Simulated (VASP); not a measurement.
# K (Im-3m) in VASP: further runs

Runs on K. Level: r2SCAN. Tasks: single point, relaxation of cell and atoms.

All numbers are computed with VASP 6.6.1; they aren't measurements. Logs are shortened: lines on timing, memory, paths and dates and some standing lists are left out, and cuts for length are marked.

### Step 1. The cell of the first run

Symmetry: Im-3m, No. 229, cubic system. The conventional cell has a = 5.359 Å, b = 5.359 Å, c = 5.359 Å, α = 90.00°, β = 90.00°, γ = 90.00°.

### Step 2. Single point, r2SCAN

Input file POSCAR:

```
K
1.0
   -2.6796532483      2.6796532483      2.6796532483
    2.6796532483     -2.6796532483      2.6796532483
    2.6796532483      2.6796532483     -2.6796532483
K
1
Direct
    0.0000000000      0.0000000000      0.0000000000
```

Input file INCAR.step1:

```
PREC = Accurate ; ENCUT = 520
ISMEAR = -1 ; SIGMA = 0.15
LREAL = False ; LASPH = True
NELM = 60 ; NBANDS = 10
GGA = PE ; ALGO = Normal
EDIFF = 1E-4 ; LWAVE = True
LCHARG = False
```

Input file INCAR.step2:

```
PREC = Accurate ; ENCUT = 520
EDIFF = 1E-6 ; ISMEAR = -1
SIGMA = 0.15 ; LREAL = False
LASPH = True ; NELM = 60
ALGO = Normal ; ISIF = 2
LWAVE = False ; LCHARG = True
METAGGA = R2SCAN ; LMIXTAU = True
LELF = True ; LVHAR = True
NBANDS = 10 ; ISTART = 1
```

Input file KPOINTS:

```
regular mesh
0
Gamma
  12 12 12
```

Potentials or basis: VASP PAW PBE potentials, release 64 (K_sv).

On the command line:

```bash
> cat potpaw_PBE.64/K_sv/POTCAR > POTCAR
> cp INCAR.step1 INCAR
> mpirun -np 1 vasp_std > vasp.out
> cp INCAR.step2 INCAR
> mpirun -np 1 vasp_std > vasp.out
```

OUTCAR:

```text
PREC = Accurate
   ENCUT = 520
   EDIFF = 1E-6
   ISMEAR = -1
   LREAL = False
   LASPH = True
   NELM = 60
   ISIF = 2
   METAGGA = R2SCAN
   ISTART = 1

 ion  position               nearest neighbor table
   1  0.000  0.000  0.000-

  LATTYP: Found a body centered cubic cell.
 ALAT       =     5.3593064966

  Lattice vectors:

 A1 = (  -2.6796532483,   2.6796532483,   2.6796532483)
 A2 = (   2.6796532483,  -2.6796532483,   2.6796532483)
 A3 = (   2.6796532483,   2.6796532483,  -2.6796532483)

Analysis of symmetry for initial positions (statically):
=====================================================================
 Subroutine PRICEL returns:
 Original cell was already a primitive cell.

 Routine SETGRP: Setting up the symmetry group for a
 body centered cubic supercell.

 Subroutine GETGRP returns: Found 48 space group operations
 (whereof 48 operations were pure point group operations)
 out of a pool of 48 trial point group operations.

The static configuration has the point symmetry O_h .

Analysis of symmetry for dynamics (positions and initial velocities):
=====================================================================
 Subroutine PRICEL returns:
 Original cell was already a primitive cell.

 Routine SETGRP: Setting up the symmetry group for a
 body centered cubic supercell.

 Subroutine GETGRP returns: Found 48 space group operations
 (whereof 48 operations were pure point group operations)
 out of a pool of 48 trial point group operations.

The dynamic configuration has the point symmetry O_h .

 Subroutine INISYM returns: Found 48 space group operations
 (whereof 48 operations are pure point group operations),
 and found     1 'primitive' translations

----------------------------------------------------------------------------------------

                                     Primitive cell

  volume of cell :      76.9654

  direct lattice vectors                    reciprocal lattice vectors
    -2.679653248  2.679653248  2.679653248     0.000000000  0.186591306  0.186591306
     2.679653248 -2.679653248  2.679653248     0.186591306  0.000000000  0.186591306
     2.679653248  2.679653248 -2.679653248     0.186591306  0.186591306  0.000000000

  length of vectors
     4.641295573  4.641295573  4.641295573     0.263879956  0.263879956  0.263879956

  position of ions in fractional coordinates (direct lattice)
     0.000000000  0.000000000  0.000000000

[... 78 lines left out ...]
   NSW    =      0    number of steps for IOM
   IBRION =     -1    ionic relax: 0-MD 1-quasi-New 2-CG
   NFREE  =      0    steps in history (QN), initial steepest desc. (CG)
   ISIF   =      2    stress and relaxation
   ISYM   =      2    0-nonsym 1-usesym 2-fastsym
   POTIM  = 0.5000    time-step for ionic-motion
   TEBEG  =    0.0;   TEEND  =   0.0 temperature during run
   PSTRESS=    0.0 pullay stress
   NELECT =       9.0000    total number of electrons
   NUPDOWN=      -1.0000    fix difference up-down
   EMIN   =  10.00;   EMAX   =-10.00  energy-range for DOS
   EFERMI =   0.00;   METHOD = LEGACY
   ISMEAR =    -1;   SIGMA  =   0.15  broadening in eV -4-tet -1-fermi 0-gaus
   EFERMI_NEDOS =   21; number of points for ismear=-14 and -15
   IALGO  =     38    algorithm
   IMIX   =      4    mixing-type and parameters
     AMIX     =   0.40;   BMIX     =  1.00
     AMIX_MAG =   1.60;   BMIX_MAG =  1.00
  volume/ion in A,a.u.               =      76.97       519.39
  Fermi-wavevector in a.u.,A,eV,Ry     =   0.800554  1.512827  8.719784  0.640886
  Thomas-Fermi vector in A             =   1.907871
   LORBIT       =      0    0 simple, 1 ext, 2 COOP (PROOUT), +10 PAW based schemes
   METAGGA = R2SCAN    functional components
   LHFCALC =     F    Hartree Fock is set to
   AEXX    =    0.0000 exact exchange contribution
   IVDW    =     0    specifies the selected vdW correction
   LEPSILON=     F    determine dielectric tensor
   LRPA    =     F    only Hartree local field effects (RPA)
 non-spin polarized calculation
  energy-cutoff  :      520.00
  volume of cell :       76.97
 maximum number of plane-waves:      2112
   NGX = 17   NGY = 17   NGZ = 17

 number of electron       9.0000000 magnetization

 Free energy of the ion-electron system (eV)
  ---------------------------------------------------
  ext. energy  EPLUGINS =         0.00000000
  ---------------------------------------------------
  free energy    TOTEN  =        -6.03943836 eV

  energy without entropy =       -5.98405355  energy(sigma->0) =       -6.01174595

 E-fermi :  -0.1701     XC(G=0):  -5.7925

 val. band max:       -0.2025111457   @ k =   0.2500   0.2500   0.0000
 cond. band min:      -0.1300098488   @ k =   0.3333   0.1667   0.0000
 fundamental gap:      0.0725012969
 Fermi energy:        -0.1700819165

 k-point     1 :       0.0000    0.0000    0.0000
  band No.  band energies     occupation
      1     -33.8468      2.00000
      2     -16.5210      2.00000
      3     -16.5210      2.00000
      4     -16.5210      2.00000
      5      -2.4002      2.00000
      6       4.5468      0.00000
      7       4.5469      0.00000
      8       4.5469      0.00000
      9       5.4811      0.00000
     10       5.4811      0.00000
[... 287 lines left out ...]
 k-point    24 :       0.4167    0.0833    0.0833
  band No.  band energies     occupation
      1     -33.8432      2.00000
      2     -16.5758      2.00000
      3     -16.5429      2.00000
      4     -16.5247      2.00000
      5       0.5557      0.01571
      6       0.5812      0.01328
      7       2.8532      0.00000
      8       4.8913      0.00000
      9       6.0092      0.00000
     10       6.0549      0.00000

 [... further k-points ...]

------------------------ aborting loop because EDIFF is reached ----------------------------------------

  FORCE on cell =-STRESS in cart. coord.  units (eV):
  Direction    XX          YY          ZZ          XY          YZ          ZX
  --------------------------------------------------------------------------------------
  -------------------------------------------------------------------------------------
  Total       -0.0126044     -0.0126044     -0.0126044     -0.0000000      0.0000000     -0.0000000
  in kB       -0.2623831     -0.2623831     -0.2623831     -0.0000000      0.0000000     -0.0000000
  external PRESSURE =      -0.2623831 kB  Pullay stress =       0.0000000 kB

 VOLUME and BASIS-vectors are now :
 -----------------------------------------------------------------------------
  energy-cutoff  :      520.00
  volume of cell :       76.97
      direct lattice vectors                 reciprocal lattice vectors
    -2.679653248  2.679653248  2.679653248     0.000000000  0.186591306  0.186591306
     2.679653248 -2.679653248  2.679653248     0.186591306  0.000000000  0.186591306
     2.679653248  2.679653248 -2.679653248     0.186591306  0.186591306  0.000000000

 POSITION                                       TOTAL-FORCE (eV/Angst)
 -----------------------------------------------------------------------------------
      0.00000      0.00000      0.00000        -0.000000      0.000000      0.000000
 -----------------------------------------------------------------------------------
    total drift:                               -0.000000      0.000000      0.000000

  FREE ENERGIE OF THE ION-ELECTRON SYSTEM (eV)
  ---------------------------------------------------
  free  energy   TOTEN  =        -6.0394383574 eV

  energy  without entropy=       -5.9840535452  energy(sigma->0) =       -6.01174595
```

Wall time 81 s (1 thread of Intel Xeon 6975P-C (Granite Rapids), shared host); peak memory 0.23 GiB.

What came out:

```
Free energy            : -6.0394 eV
Pressure               : 0.0 GPa
Band gap on the k mesh : zero (an odd number of electrons rules out a gap without spin polarisation)
```

Levels at points of the mesh, in eV from the Fermi level:
```tsv
k point	band 1	band 2	band 3	band 4	band 5	band 6	band 7	band 8
(0.00, 0.00, 0.00)	-33.68	-16.35	-16.35	-16.35	-2.23	4.72	4.72	4.72
(0.50, 0.00, 0.00)	-33.67	-16.41	-16.37	-16.35	0.58	0.63	3.48	5.35
(0.50, 0.50, 0.50)	-33.67	-16.39	-16.39	-16.39	1.81	1.81	3.66	3.66
```

Caveat: the PAW data sets were made with another functional, which shifts forces and pressure a little.

### Step 3. Relaxation of cell and atoms, r2SCAN

This run uses another cell than the first one, of 71.77 Å³/atom.

Input file POSCAR:

```
K
1.0
   -2.6180000000      2.6180000000      2.6180000000
    2.6180000000     -2.6180000000      2.6180000000
    2.6180000000      2.6180000000     -2.6180000000
K
1
Direct
    0.0000000000      0.0000000000      0.0000000000
```

Input file INCAR.step1:

```
SYSTEM = K
PREC = Accurate
ENCUT = 600
ISMEAR = 0
SIGMA = 0.1
LREAL = .FALSE.
LASPH = .TRUE.
NELM = 60
GGA = PE
ALGO = Normal
EDIFF = 1E-4
LWAVE = .TRUE.
LCHARG = .FALSE.
```

Input file INCAR.step2:

```
SYSTEM = K
PREC = Accurate
ENCUT = 600
EDIFF = 1E-7
ISMEAR = 0
SIGMA = 0.1
LREAL = .FALSE.
LASPH = .TRUE.
NELM = 60
ALGO = Normal
ISIF = 3
LWAVE = .FALSE.
LCHARG = .FALSE.
METAGGA = R2SCAN
LMIXTAU = .TRUE.
IBRION = 2
NSW = 100
EDIFFG = -0.002
ISTART = 1
```

Input file KPOINTS:

```
Automatic mesh
0
G
  12 12 12
  0 0 0
```

Potentials or basis: VASP PAW PBE potentials, release 64 (K_sv).

On the command line:

```bash
> cat potpaw_PBE.64/K_sv/POTCAR > POTCAR
> cp INCAR.step1 INCAR
> mpirun -np 1 vasp_std > vasp.out
> cp INCAR.step2 INCAR
> mpirun -np 1 vasp_std > vasp.out
```

Wall time 6.2 min (1 thread of Intel Xeon 6975P-C (Granite Rapids), shared host); peak memory 0.25 GiB.

Results (log left out):

* Free energy: -6.0137 eV
* Relaxed volume: 76.38 Å³/atom
* Relaxed cell: a = 4.629 Å, b = 4.629 Å, c = 4.629 Å, α = 109.47°, β = 109.47°, γ = 109.47°
* Space group after relaxing (to 0.1 Å): Im-3m (No. 229)
* Energy gained by relaxing: 3.4 meV/atom
* Ionic steps: 4
* Pressure after relaxing: 0.0 GPa
* Band gap on the k mesh: zero (an odd number of electrons rules out a gap without spin polarisation)

The path:
| step | energy change (eV) | largest force (eV/Å) | pressure (GPa) | volume (Å³) |
| --- | --- | --- | --- | --- |
| 1 | 0.0000 | 0.0000 | 0.25 | 71.77 |
| 2 | -0.0015 | 0.0000 | 0.18 | 72.93 |
| 3 | -0.0034 | 0.0000 | -0.01 | 76.48 |
| 4 | -0.0034 | 0.0000 | 0.00 | 76.38 |

Final structure:
```yaml
crystal:
  lattice:
    - [-2.67280, 2.67280, 2.67280]
    - [2.67280, -2.67280, 2.67280]
    - [2.67280, 2.67280, -2.67280]
  atoms:
    - { symbol: K, position: [0.00000, 0.00000, 0.00000] }
```

Levels at points of the mesh, in eV from the Fermi level:
| k point | band 1 | band 2 | band 3 | band 4 | band 5 | band 6 | band 7 | band 8 |
| --- | --- | --- | --- | --- | --- | --- | --- | --- |
| (0.00, 0.00, 0.00) | -33.66 | -16.34 | -16.34 | -16.34 | -2.23 | 4.73 | 4.73 | 4.73 |
| (0.50, 0.00, 0.00) | -33.66 | -16.40 | -16.36 | -16.34 | 0.59 | 0.64 | 3.49 | 5.37 |
| (0.50, 0.50, 0.50) | -33.66 | -16.38 | -16.38 | -16.38 | 1.82 | 1.82 | 3.69 | 3.69 |

Caveat: the PAW data sets were made with another functional, which shifts forces and pressure a little.

### Step 4. Relaxation of cell and atoms, r2SCAN

This run uses another cell than the first one, of 76.45 Å³/atom.

Input file POSCAR:

```
K
1.0
   -2.6737084783      2.6737084783      2.6737084783
    2.6737084783     -2.6737084783      2.6737084783
    2.6737084783      2.6737084783     -2.6737084783
K
1
Direct
    0.0000000000      0.0000000000      0.0000000000
```

Input file INCAR.step1:

```
SYSTEM = K
  PREC = Accurate
  ENCUT = 600
  ISMEAR = -1
  SIGMA = 0.15
  LREAL = .FALSE.
  LASPH = .TRUE.
  NELM = 100
  GGA = PE
  ALGO = Normal
  EDIFF = 1E-4
  LWAVE = .TRUE.
  LCHARG = .FALSE.
```

Input file INCAR.step2:

```
SYSTEM = K
  PREC = Accurate
  ENCUT = 600
  EDIFF = 1E-6
  ISMEAR = -1
  SIGMA = 0.15
  LREAL = .FALSE.
  LASPH = .TRUE.
  NELM = 100
  ALGO = Normal
  ISIF = 3
  LWAVE = .FALSE.
  LCHARG = .FALSE.
  METAGGA = R2SCAN
  LMIXTAU = .TRUE.
  IBRION = 2
  NSW = 80
  EDIFFG = -0.001
  ISTART = 1
```

KPOINTS is that of step 3.

On the command line:

```bash
> cat potpaw_PBE.64/K_sv/POTCAR > POTCAR
> cp INCAR.step1 INCAR
> mpirun -np 1 vasp_std > vasp.out
> cp INCAR.step2 INCAR
> mpirun -np 1 vasp_std > vasp.out
```

It took 5.8 min on 1 thread of Intel Xeon 6975P-C (Granite Rapids), shared host; peak memory 0.28 GiB.

Results (log left out):

| Quantity | Value |
| --- | --- |
| Free energy | -6.0405 eV |
| Relaxed volume | 77.01 Å³/atom |
| Relaxed cell | a = 4.642 Å, b = 4.642 Å, c = 4.642 Å, α = 109.47°, β = 109.47°, γ = 109.47° |
| Space group after relaxing (to 0.1 Å) | Im-3m (No. 229) |
| Energy gained by relaxing | 0.0 meV/atom |
| Ionic steps | 4 |
| Pressure after relaxing | 0.0 GPa |
| Band gap on the k mesh | zero (an odd number of electrons rules out a gap without spin polarisation) |

Final structure:
```
K
1.0
    -2.68013    2.68013    2.68013
     2.68013   -2.68013    2.68013
     2.68013    2.68013   -2.68013
K
1
Direct
  0.00000 0.00000 0.00000
```

Levels at points of the mesh, in eV from the Fermi level:
```csv
k point,band 2,band 3,band 4,band 5,band 6,band 7
"(0.00, 0.00, 0.00)",-16.35,-16.35,-16.35,-2.23,4.72,4.72
"(0.50, 0.00, 0.00)",-16.41,-16.37,-16.35,0.58,0.63,3.48
"(0.50, 0.50, 0.50)",-16.39,-16.39,-16.39,1.81,1.81,3.66
```

Caveat: the PAW data sets were made with another functional, which shifts forces and pressure a little.

### Step 5. Overview

```tsv
task	cell	cutoff (eV)	smearing	gap on the mesh (eV)	pressure (GPa)	relaxed volume (Å³/atom)
single point	a = 4.641 Å, angles 109.5°, 1 atom	520	fermi-dirac 0.15 eV	none	0.0	-
relaxation of cell and atoms	relaxed from a = 4.535 Å, angles 109.5°, 1 atom	600	gaussian 0.1 eV	none	0.0	76.38
relaxation of cell and atoms	relaxed from a = 4.631 Å, angles 109.5°, 1 atom	600	fermi-dirac 0.15 eV	none	0.0	77.01
```

Alike in all rows: level r2SCAN; potentials or basis VASP PAW PBE potentials, release 64 (K_sv); no spin polarisation; k mesh 12 × 12 × 12.

Caveats: the PAW data sets were made with another functional, which shifts forces and pressure a little.

Total energies depend on the potentials used, so only differences within one code and one set of settings carry meaning.

The gap in the log of VASP goes by the Fermi energy; the results here count the filled bands.